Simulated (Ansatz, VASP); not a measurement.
**Two plane-wave programs on Mg3CdS2**

```
Mg Cd S
1.0
     6.53235    0.00000    0.00000
    -3.26617    5.65718    0.00000
     0.00000    0.00000    3.58641
Mg Cd S
3 1 2
Direct
  0.00000 0.50000 0.02798
  0.50000 0.00000 0.02798
  0.50000 0.50000 0.02798
  0.00000 0.00000 0.02953
  0.66667 0.33333 0.52826
  0.33333 0.66667 0.52826
```

Change from the starting cell: species swapped into the NaSn2Pd3 type (P6mm, No. 183).

Alike in both runs: functional PBE; k mesh 3 × 3 × 4; occupations gaussian, width 0.1 eV; no spin polarisation.

Ansatz relaxed the structure, and its values are those at the end. VASP's run is a single point on that final structure, the one shown.

```csv
,VASP,Ansatz
version,VASP 6.6.1,Ansatz 0.2.0
potentials or method,"VASP PAW PBE potentials, release 64 (Mg, Cd, S), cutoff 520 eV","scalar-relativistic, plane waves, PAW"
valence electrons in the cell,30,62
```

VASP gave:

- gap on the k mesh at the Fermi level (eV): none
- pressure (GPa): 0.0

Problem. Which values does Ansatz return?

Solution. gap on the k mesh at the Fermi level (eV): none; pressure (GPa): 0.2.

A gap of «none» marks a metal or a gap that the smearing closes. VASP's potentials hold 30 valence electrons a cell and Ansatz's 62, so a difference there can come from the potentials and not from the codes.

The k mesh is coarse, so the values compare programs but aren't converged.
